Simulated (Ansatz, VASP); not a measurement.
# AlRu: VASP beside Ansatz

```
CELL_PARAMETERS angstrom
2.99160 0.00000 0.00000
0.00000 2.99160 0.00000
0.00000 0.00000 2.99160
ATOMIC_POSITIONS crystal
Ru 0.50000 0.50000 0.50000
Al 0.00000 0.00000 0.00000
```

Alike in both runs: task relaxation of cell and atoms; functional PBEsol-based global hybrid; k mesh 5 × 5 × 5; occupations fermi-dirac, width 0.05 eV; no spin polarisation.

|  | VASP | Ansatz |
| --- | --- | --- |
| version | VASP 6.6.1 | Ansatz 0.2.0 |
| potentials or method | VASP PAW PBE potentials, release 64 (Ru_pv, Al) | Ansatz PAW |
| plane-wave cutoff (eV) | 600 | 420 |
| valence electrons in the cell | 17 | 19 |

```csv
,VASP,Ansatz,Ansatz less VASP
"gap on the k mesh at the Fermi level, each at its own relaxed structure (eV)",none,none,-
relaxed volume (Å³/atom),12.94,12.96,+0.016
relaxed cell length with the largest relative difference (Å),2.958,2.960,+0.0013
```

VASP's potentials were made for PBE, not for PBEsol-based global hybrid. A gap of «none» marks a metal or a gap that the smearing closes. VASP's potentials hold 17 valence electrons a cell and Ansatz's 19, so a difference there can come from the potentials and not from the codes.

The k mesh is coarse, so the values compare programs but aren't converged. Noted on Ansatz's run: the plane-wave basis is chosen anew once the cell has moved, so the energies of steps on either side of that aren't comparable.
